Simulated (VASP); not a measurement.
Runs of VASP 6.6.1 on MgS. The structure is that of space group P6_3/mmc (No. 194), or close to it. The cells are those of the table. 

```tsv
task	level	potentials or basis	cell	k mesh	smearing	gap on the mesh (eV)	pressure (GPa)
single point	r2SCAN	VASP PAW PBE potentials, release 64 (Mg, S)	a = 3.645, b = 3.645, c = 6.147 Å, angles 90.0, 90.0, 120.0°, 4 atoms	12 × 12 × 4	fermi-dirac 0.02 eV	4.05	-0.5
single point	LDA	VASP PAW LDA potentials, release 64 (Mg, S)	a = 3.645, b = 3.645, c = 6.147 Å, angles 90.0, 90.0, 120.0°, 4 atoms	12 × 12 × 4	gaussian 0.01 eV	3.19	(a)
dielectric tensor	PBE	VASP PAW PBE potentials, release 64 (Mg, S)	a = 3.645, b = 3.645, c = 6.147 Å, angles 90.0, 90.0, 120.0°, 4 atoms	6 × 6 × 4	gaussian 0.01 eV	3.40	-
single point	LDA	VASP PAW LDA potentials, release 64 (Mg, S)	a = 3.593, b = 3.593, c = 6.062 Å, angles 90.0, 90.0, 120.0°, 4 atoms	12 × 12 × 4	fermi-dirac 0.02 eV	3.26	-0.6
single point	PBE	VASP PAW PBE potentials, release 64 (Mg, S)	a = 3.645, b = 3.645, c = 6.147 Å, angles 90.0, 90.0, 120.0°, 4 atoms	12 × 12 × 4	fermi-dirac 0.02 eV	3.41	0.9
single point	PBE	VASP PAW PBE potentials, release 64 (Mg, S)	a = 3.645, b = 3.645, c = 6.147 Å, angles 90.0, 90.0, 120.0°, 4 atoms	6 × 6 × 2	gaussian 0.01 eV	3.40	0.9
single point	PBEsol	VASP PAW PBE potentials, release 64 (Mg, S)	a = 3.629, b = 3.629, c = 6.131 Å, angles 90.0, 90.0, 120.0°, 4 atoms	12 × 12 × 4	fermi-dirac 0.02 eV	3.35	(b)
single point	PBE	VASP PAW PBE potentials, release 64 (Mg, S)	a = 3.666, b = 3.666, c = 6.178 Å, angles 90.0, 90.0, 120.0°, 4 atoms	12 × 12 × 4	fermi-dirac 0.02 eV	3.38	-0.3
```

Alike in all rows: no spin polarisation; cutoff (eV) 520.

Problem. Fill in the values left out.

Solution. (a) -3.8; (b) -0.2.

Caveats: some runs use coarse meshes; the PAW data sets were made with another functional, which shifts forces and pressure a little (some runs).

A k mesh can miss the band edges.
